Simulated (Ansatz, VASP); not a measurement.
## One calculation of Ge, two programs

The input INCAR:

```
  ALGO = Normal
  EDIFF = 1E-6
  ENCUT = 520
  GGA = PS
  ISIF = 2
  ISMEAR = 0
  LASPH = T
  LCHARG = T
  LELF = T
  LREAL = F
  LVHAR = T
  LWAVE = F
  NBANDS = 21
  NELM = 60
  PREC = Accurate
  SIGMA = 0.15
```

File KPOINTS:

```
k-points
0
Gamma
  20 20 20
```

The input POSCAR:

```
Ge
1.0
   -2.4972550274      2.4972550274      1.4183738328
    2.4972550274     -2.4972550274      1.4183738328
    2.4972550274      2.4972550274     -1.4183738328
Ge
2
Direct
    0.2500000000      0.7500000000      0.5000000000
    0.5000000000      0.5000000000      0.0000000000
```

Input for Ansatz:

```yaml
crystal:
  lattice:
    - [-2.4972550274, 2.4972550274, 1.4183738328]
    - [2.4972550274, -2.4972550274, 1.4183738328]
    - [2.4972550274, 2.4972550274, -1.4183738328]
  atoms:
    - { symbol: Ge, position: [0.25, 0.75, 0.5] }
    - { symbol: Ge, position: [0.5, 0.5, 0.0] }
basis:
  ecutwfc: 420
kpoints:
  mp_grid: { grid: [20, 20, 20] }
hamiltonian:
  xc: pbesol
scf:
  occupations: { method: gaussian, width: 0.15 }
output:
  forces: true
  stress: true
  eigenvalues: true
  write_density: true
  write_potential: true
  elf: true
  volumetric_format: npy
```

Change from the starting cell: strain -0.030 along x and y, +0.015 along z, atoms carried along.

Alike in both runs: task single point; functional PBEsol; k mesh 20 × 20 × 20; occupations gaussian, width 0.15 eV; no spin polarisation.

|  | VASP | Ansatz |
| --- | --- | --- |
| version | VASP 6.6.1 | Ansatz 0.2.0 |
| potentials or method | VASP PAW PBE potentials, release 64 (Ge_d), cutoff 520 eV | scalar-relativistic, plane waves, PAW |
| valence electrons in the cell | 28 | 28 |

```tsv
	VASP	Ansatz	Ansatz less VASP
gap on the k mesh at the Fermi level (eV)	none	none	-
pressure (GPa)	3.3	3.4	+0.10
traceless stress, the component that is largest in VASP (GPa)	-1.86	-1.91	-0.044
```

VASP's potentials were made for PBE, not for PBEsol. A gap of «none» marks a metal or a gap that the smearing closes.
